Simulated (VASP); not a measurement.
Sb, 2 atoms in the cell. The structure is hexagonal, space group P6_3/mmc (No. 194). The conventional cell has a = 3.087 Å, b = 3.087 Å, c = 6.349 Å, α = 90.00°, β = 90.00°, γ = 120.00°. Within 4.1 Å of Sb (site symmetry -6m2) lie 12 Sb at 3.09 to 3.64 Å. This isn't the form of Sb at room conditions, which is rhombohedral. This cell differs from its parent crystal: ratio of the length along z to the lengths across it x 1.3, volume and fractional coordinates fixed.

* Program: VASP 6.6.1
* Task: single point
* Functional: r2SCAN
* Potentials or basis: VASP PAW PBE potentials, release 64 (Sb)
* Cutoff: 520 eV
* k mesh: 18 × 18 × 10
* Occupations: gaussian, width 0.15 eV
* Spin: no spin polarisation
* Dipole correction: no
* Further INCAR settings: ALGO = Normal; EDIFF = 1e-06; NBANDS = 12

Potentials or basis: VASP PAW PBE potentials, release 64 (Sb).

Command:

```console
$ cat potpaw_PBE.64/Sb/POTCAR > POTCAR
$ cp INCAR.step1 INCAR
$ mpirun -np 1 vasp_std > vasp.out
$ cp INCAR.step2 INCAR
$ mpirun -np 1 vasp_std > vasp.out
```

Hardware: 1 thread of Intel(R) Xeon(R) Platinum 8559C (Emerald Rapids), with other jobs on the host.

Q: Estimate the wall time of this run.

A: Run time: 2.7 min on 1 thread of Intel(R) Xeon(R) Platinum 8559C (Emerald Rapids) (shared host), peak memory 0.26 GiB. Counts: k points 222.
